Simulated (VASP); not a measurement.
# Si2Ni (MoSi2 type) (I4/mmm) in VASP: a series of runs

Runs on Si2Ni (MoSi2 type). Level: PBE. Tasks: single point.

Everything below comes from runs of VASP 6.6.1. Logs are shortened: lines on timing, memory, paths and dates and some standing lists are left out, and cuts for length are marked.

## Step 1: The cell of the first run

It takes space group I4/mmm (No. 139, tetragonal). Conventional cell: a = 2.897 Å, b = 2.897 Å, c = 6.620 Å, α = 90.00°, β = 90.00°, γ = 90.00°. Ni (site symmetry 4/mmm) has 10 Si at 2.20 to 2.33 Å and 4 Ni at 2.90 Å within 2.9 Å. Si (site symmetry 4mm) has 5 Ni at 2.20 to 2.33 Å and 9 Si at 2.21 to 2.90 Å within 2.9 Å.

## Step 2: Single point, PBE (9.26 Å³/atom)

The input, INCAR:

```
SYSTEM = Si2Ni
PREC     = Accurate       ! precision mode
ENCUT    = 520            ! plane-wave cutoff, eV
EDIFF    = 1E-6           ! SCF threshold, eV
ISMEAR   = -1             ! smearing method
SIGMA    = 0.05           ! smearing width, eV
LREAL    = .FALSE.        ! projectors in reciprocal space
LASPH    = .TRUE.         ! aspherical terms in the spheres
NELM     = 60             ! most SCF steps
ALGO     = Normal         ! electronic algorithm
ISIF     = 2              ! what is computed and relaxed
LWAVE    = .FALSE.        ! write WAVECAR
LCHARG   = .TRUE.         ! write CHGCAR
GGA      = PE             ! functional
LELF     = .TRUE.         ! ELF
LVHAR    = .TRUE.       
NBANDS   = 16             ! bands
```

The input, KPOINTS:

```
Automatic mesh
0
G
  14 14 14
  0 0 0
```

The input, POSCAR:

```
Si2Ni
1.0
   -1.4485791130      1.4485791130      3.3100327542
    1.4485791130     -1.4485791130      3.3100327542
    1.4485791130      1.4485791130     -3.3100327542
Ni Si
1 2
Direct
    0.0000000000      0.0000000000      0.0000000000
    0.3330739144      0.3330739144      0.0000000000
   -0.3330739144     -0.3330739144      0.0000000000
```

Potentials or basis: VASP PAW PBE potentials, release 64 (Ni, Si).

On the command line:

```sh
> cat potpaw_PBE.64/Ni/POTCAR potpaw_PBE.64/Si/POTCAR > POTCAR
> mpirun -np 1 vasp_std > vasp.out
```

OUTCAR:

```text
SYSTEM = Si2Ni
   PREC = Accurate
   ENCUT = 520
   EDIFF = 1E-6
   ISMEAR = -1
   LREAL = .FALSE.
   LASPH = .TRUE.
   NELM = 60
   ISIF = 2
   GGA = PE

 ion  position               nearest neighbor table
   1  0.000  0.000  0.000-   2 2.20   3 2.20   3 2.33   2 2.33   3 2.33   3 2.33   3 2.33   2 2.33
                             2 2.33   2 2.33
   2  0.333  0.333  0.000-   1 2.20   3 2.21   3 2.33   3 2.33   3 2.33   3 2.33   1 2.33   1 2.33
                             1 2.33   1 2.33
   3  0.667  0.667  0.000-   1 2.20   2 2.21   2 2.33   2 2.33   2 2.33   2 2.33   1 2.33   1 2.33
                             1 2.33   1 2.33

  LATTYP: Found a body centered tetragonal cell.
 ALAT       =     2.8971582260
 C/A-ratio  =     2.2850203517

  Lattice vectors:

 A1 = (  -1.4485791130,   1.4485791130,   3.3100327542)
 A2 = (   1.4485791130,  -1.4485791130,   3.3100327542)
 A3 = (   1.4485791130,   1.4485791130,  -3.3100327542)

Analysis of symmetry for initial positions (statically):
=====================================================================
 Subroutine PRICEL returns:
 Original cell was already a primitive cell.

 Routine SETGRP: Setting up the symmetry group for a
 body centered tetragonal supercell.

 Subroutine GETGRP returns: Found 16 space group operations
 (whereof 16 operations were pure point group operations)
 out of a pool of 16 trial point group operations.

The static configuration has the point symmetry D_4h.

Analysis of symmetry for dynamics (positions and initial velocities):
=====================================================================
 Subroutine PRICEL returns:
 Original cell was already a primitive cell.

 Routine SETGRP: Setting up the symmetry group for a
 body centered tetragonal supercell.

 Subroutine GETGRP returns: Found 16 space group operations
 (whereof 16 operations were pure point group operations)
 out of a pool of 16 trial point group operations.

The dynamic configuration has the point symmetry D_4h.

 Subroutine INISYM returns: Found 16 space group operations
 (whereof 16 operations are pure point group operations),
 and found     1 'primitive' translations

----------------------------------------------------------------------------------------

                                     Primitive cell

  volume of cell :      27.7828

  direct lattice vectors                    reciprocal lattice vectors
    -1.448579113  1.448579113  3.310032754     0.000000000  0.345165822  0.151055907
     1.448579113 -1.448579113  3.310032754     0.345165822  0.000000000  0.151055907
     1.448579113  1.448579113 -3.310032754     0.345165822  0.345165822  0.000000000

  length of vectors
     3.892695689  3.892695689  3.892695689     0.376772254  0.376772254  0.488138186

  position of ions in fractional coordinates (direct lattice)
     0.000000000  0.000000000  0.000000000
     0.333073914  0.333073914  0.000000000
     0.666926086  0.666926086  0.000000000

  ion indices of the primitive-cell ions
   primitive index   ion index
                 1           1
                 2           2
                 3           3

----------------------------------------------------------------------------------------

 KPOINTS: Automatic mesh

Automatic generation of k-mesh.
 Grid dimensions read from file:
 generate k-points for:   14   14   14

 Generating k-lattice:

  Cartesian coordinates                     Fractional coordinates (reciprocal lattice)
     0.000000000  0.024654702  0.010789708     0.071428571  0.000000000  0.000000000
     0.024654702  0.000000000  0.010789708     0.000000000  0.071428571  0.000000000
     0.024654702  0.024654702  0.000000000     0.000000000  0.000000000  0.071428571

  Length of vectors
     0.026912304  0.026912304  0.034867013

  Shift w.r.t. Gamma in fractional coordinates (k-lattice)
     0.000000000  0.000000000  0.000000000

 Subroutine IBZKPT returns following result:
 ===========================================

 Found    244 irreducible k-points:

 Following reciprocal coordinates:
            Coordinates               Weight
  0.000000  0.000000  0.000000      1.000000
  0.071429  0.000000  0.000000      8.000000
  0.142857  0.000000 -0.000000      8.000000
  0.214286  0.000000  0.000000      8.000000
  0.285714  0.000000 -0.000000      8.000000
  0.357143  0.000000  0.000000      8.000000
[... 16 lines left out ...]
  0.214286  0.142857 -0.000000     16.000000
  0.285714  0.142857 -0.000000     16.000000
 [... further k-points ...]
   k-points           NKPTS =    244   k-points in BZ     NKDIM =    244   number of bands    NBANDS=     16
   number of dos      NEDOS =    301   number of ions     NIONS =      3
   total plane-waves  NPLWV =  27000
   dimension x,y,z NGX =    30 NGY =   30 NGZ =   30
   dimension x,y,z NGXF=    60 NGYF=   60 NGZF=   60
   ions per type =               1   2
   NGX,Y,Z   is equivalent  to a cutoff of  12.81, 12.81, 12.81 a.u.
   NGXF,Y,Z  is equivalent  to a cutoff of  25.62, 25.62, 25.62 a.u.
 SYSTEM =  Si2Ni
   PREC   = accura    normal or accurate (medium, high low for compatibility)
   ISTART =      0    job   : 0-new  1-cont  2-samecut
   ICHARG =      2    charge: 1-file 2-atom 10-const
   ISPIN  =      1    spin polarized calculation?
   LNONCOLLINEAR =      F non collinear calculations
   LSORBIT =      F    spin-orbit coupling
   LASPH  =      T    aspherical Exc in radial PAW
   ENCUT  =  520.0 eV  38.22 Ry    6.18 a.u.   7.24  7.24  7.24*2*pi/ulx,y,z
   NELM   =     60;   NELMIN=  2; NELMDL= -5     # of ELM steps
   EDIFF  = 0.1E-05   stopping-criterion for ELM
   LREAL  =      F    real-space projection
   EDIFFG = 0.1E-04   stopping-criterion for IOM
   NSW    =      0    number of steps for IOM
   IBRION =     -1    ionic relax: 0-MD 1-quasi-New 2-CG
   NFREE  =      0    steps in history (QN), initial steepest desc. (CG)
   ISIF   =      2    stress and relaxation
   ISYM   =      2    0-nonsym 1-usesym 2-fastsym
   POTIM  = 0.5000    time-step for ionic-motion
   TEBEG  =    0.0;   TEEND  =   0.0 temperature during run
   PSTRESS=    0.0 pullay stress
   NELECT =      18.0000    total number of electrons
   NUPDOWN=      -1.0000    fix difference up-down
   EMIN   =  10.00;   EMAX   =-10.00  energy-range for DOS
   EFERMI =   0.00;   METHOD = LEGACY
   ISMEAR =    -1;   SIGMA  =   0.05  broadening in eV -4-tet -1-fermi 0-gaus
   EFERMI_NEDOS =   21; number of points for ismear=-14 and -15
   IALGO  =     38    algorithm
   IMIX   =      4    mixing-type and parameters
     AMIX     =   0.40;   BMIX     =  1.00
     AMIX_MAG =   1.60;   BMIX_MAG =  1.00
  volume/ion in A,a.u.               =       9.26        62.50
  Fermi-wavevector in a.u.,A,eV,Ry     =   1.416577  2.676942 27.302669  2.006690
  Thomas-Fermi vector in A             =   2.537897
   LORBIT       =      0    0 simple, 1 ext, 2 COOP (PROOUT), +10 PAW based schemes
   GGA     = PE    functional components
   LHFCALC =     F    Hartree Fock is set to
   AEXX    =    0.0000 exact exchange contribution
   IVDW    =     0    specifies the selected vdW correction
   LEPSILON=     F    determine dielectric tensor
   LRPA    =     F    only Hartree local field effects (RPA)
 non-spin polarized calculation
  energy-cutoff  :      520.00
  volume of cell :       27.78
 maximum number of plane-waves:       765
 NGX is ok and might be reduce to    30
   NGX = 15   NGY = 15   NGZ = 15

 number of electron      18.0000000 magnetization

 Free energy of the ion-electron system (eV)
  ---------------------------------------------------
  ext. energy  EPLUGINS =         0.00000000
  ---------------------------------------------------
  free energy    TOTEN  =       -13.98348995 eV

  energy without entropy =      -13.96715398  energy(sigma->0) =      -13.97532197

 E-fermi :  16.3182     XC(G=0): -13.4564

 val. band max:       16.3175080493   @ k =  -0.2857   0.4286   0.2857
 cond. band min:      16.3205453538   @ k =   0.4286   0.1429   0.0000
 fundamental gap:      0.0030373045
 Fermi energy:        16.3181634517

 k-point     1 :       0.0000    0.0000    0.0000
  band No.  band energies     occupation
      1      -1.3034      2.00000
      2       8.2537      2.00000
      3      11.1657      2.00000
      4      11.1925      2.00000
      5      11.1925      2.00000
      6      12.2597      2.00000
[... 8 lines left out ...]
     15      25.3692      0.00000
     16      26.3956      0.00000

 k-point     2 :       0.0714    0.0000    0.0000
  band No.  band energies     occupation
      1      -1.1972      2.00000
      2       8.2402      2.00000
      3      10.9373      2.00000
      4      11.1605      2.00000
      5      11.2288      2.00000
      6      12.3176      2.00000
[... 8 lines left out ...]
     15      25.5836      0.00000
     16      26.9038      0.00000

 k-point     3 :       0.1429    0.0000   -0.0000
  band No.  band energies     occupation
      1      -0.8797      2.00000
      2       8.1944      2.00000
      3      10.3519      2.00000
      4      11.1154      2.00000
      5      11.3303      2.00000
      6      12.2458      2.00000
[... 8 lines left out ...]
     15      25.7493      0.00000
     16      26.4916      0.00000

 k-point     4 :       0.2143    0.0000    0.0000
  band No.  band energies     occupation
      1      -0.3555      2.00000
      2       8.0559      2.00000
      3       9.5808      2.00000
      4      10.9506      2.00000
      5      11.4705      2.00000
      6      11.9630      2.00000
[... 8 lines left out ...]
     15      25.5628      0.00000
     16      25.7813      0.00000
[... 324 lines left out ...]
 k-point    22 :       0.1429    0.1429   -0.0000
  band No.  band energies     occupation
      1      -0.3291      2.00000
      2       7.6939      2.00000
      3      10.1243      2.00000
      4      11.0681      2.00000
      5      11.2748      2.00000
      6      11.7411      2.00000
[... 8 lines left out ...]
     15      24.5233      0.00000
     16      27.9540      0.00000

 k-point    23 :       0.2143    0.1429   -0.0000
  band No.  band energies     occupation
      1       0.2511      2.00000
      2       7.4676      2.00000
      3       9.4626      2.00000
      4      11.1370      2.00000
      5      11.2015      2.00000
      6      11.4578      2.00000
[... 8 lines left out ...]
     15      25.8171      0.00000
     16      28.2080      0.00000

 k-point    24 :       0.2857    0.1429   -0.0000
  band No.  band energies     occupation
      1       1.0228      2.00000
      2       7.0802      2.00000
      3       8.6193      2.00000
      4      10.7940      2.00000
      5      11.3392      2.00000
      6      11.4094      2.00000
[... 8 lines left out ...]
     15      26.9121      0.00000
     16      27.8556      0.00000

 [... further k-points ...]

------------------------ aborting loop because EDIFF is reached ----------------------------------------

  FORCE on cell =-STRESS in cart. coord.  units (eV):
  Direction    XX          YY          ZZ          XY          YZ          ZX
  --------------------------------------------------------------------------------------
  -------------------------------------------------------------------------------------
  Total       15.9317576     15.9317576     15.9864948      0.0000000      0.0000000      0.0000000
  in kB      918.7504210    918.7504210    921.9070016      0.0000000      0.0000000      0.0000000
  external PRESSURE =     919.8026145 kB  Pullay stress =       0.0000000 kB

 VOLUME and BASIS-vectors are now :
 -----------------------------------------------------------------------------
  energy-cutoff  :      520.00
  volume of cell :       27.78
      direct lattice vectors                 reciprocal lattice vectors
    -1.448579113  1.448579113  3.310032754     0.000000000  0.345165822  0.151055907
     1.448579113 -1.448579113  3.310032754     0.345165822  0.000000000  0.151055907
     1.448579113  1.448579113 -3.310032754     0.345165822  0.345165822  0.000000000

 POSITION                                       TOTAL-FORCE (eV/Angst)
 -----------------------------------------------------------------------------------
      0.00000      0.00000      0.00000        -0.000000     -0.000000      0.000000
      0.00000      0.00000      2.20497         0.000000      0.000000      0.006584
      0.00000      0.00000      4.41509         0.000000      0.000000     -0.006584
 -----------------------------------------------------------------------------------
    total drift:                                0.000000     -0.000000     -0.000000

  FREE ENERGIE OF THE ION-ELECTRON SYSTEM (eV)
  ---------------------------------------------------
  free  energy   TOTEN  =       -13.9834899528 eV

  energy  without entropy=      -13.9671539785  energy(sigma->0) =      -13.97532197
```

It took 4.2 min on 1 thread of Intel Xeon 8259CL, shared host; peak memory 0.25 GiB.

Results:

- Free energy: -13.9835 eV
- Pressure: 92.0 GPa
- Largest force: 0.007 eV/Å
- Band gap on the k mesh: zero (bands 9 and 10 overlap by 3.18 eV)

Forces on the atoms (eV/Å):
```
Ni   0.000  0.000  0.000
Si   0.000  0.000  0.007
Si   0.000  0.000 -0.007
```

Stress tensor (GPa, compression positive):
```
91.88  0.00  0.00
 0.00 91.88  0.00
 0.00  0.00 92.19
```

Caveat: the cell stands under pressure. Spin polarisation is off, so any magnetic state and its effect on volume and gap are missing.

## Step 3: Single point, PBE (9.26 Å³/atom)

The input, INCAR:

```
PREC = Accurate
ENCUT = 520
EDIFF = 1E-6
ISMEAR = -1
SIGMA = 0.05
LREAL = False
LASPH = True
NELM = 100
ALGO = Normal
ISIF = 2
LWAVE = False
LCHARG = False
GGA = PE
NBANDS = 16
```

The input, KPOINTS:

```
Automatic mesh
0
Gamma
  14 14 14
```

POSCAR is that of step 2.

Potentials or basis: VASP PAW PBE potentials, release 64 (Ni, Si).

On the command line:

```sh
> cat potpaw_PBE.64/Ni/POTCAR potpaw_PBE.64/Si/POTCAR > POTCAR
> mpirun -np 1 vasp_std > vasp.out
```

It took 3.8 min on 1 thread of Intel Xeon 8259CL, shared host; peak memory 0.25 GiB.

The run converged. Its results:

* Free energy: -13.9835 eV
* Pressure: 92.0 GPa
* Largest force: 0.007 eV/Å
* Band gap on the k mesh: zero (bands 9 and 10 overlap by 3.18 eV)

Forces in eV/Å, atoms in the order of the input:
```
Ni   0.000  0.000  0.000
Si   0.000  0.000  0.007
Si   0.000  0.000 -0.007
```

Stress tensor (GPa, compression positive):
```
91.88  0.00  0.00
 0.00 91.88  0.00
 0.00  0.00 92.19
```

Levels at points of the mesh, in eV from the Fermi level:
| k point | band 6 | band 7 | band 8 | band 9 | band 10 | band 11 | band 12 | band 13 |
| --- | --- | --- | --- | --- | --- | --- | --- | --- |
| (0.00, 0.00, 0.00) | -4.06 | -3.69 | -0.60 | 1.99 | 2.05 | 2.05 | 2.41 | 2.41 |
| (0.50, 0.00, 0.00) | -4.98 | -4.19 | -2.78 | -0.06 | 2.70 | 4.12 | 4.16 | 7.42 |
| (0.50, 0.50, 0.00) | -5.12 | -4.56 | -2.83 | -2.20 | -1.19 | -0.16 | 3.67 | 4.72 |
| (0.50, 0.50, 0.50) | -4.08 | -3.62 | -2.13 | -2.13 | 2.77 | 3.80 | 9.40 | 9.57 |

Caveat: the cell stands under pressure. Spin polarisation is off, so any magnetic state and its effect on volume and gap are missing.
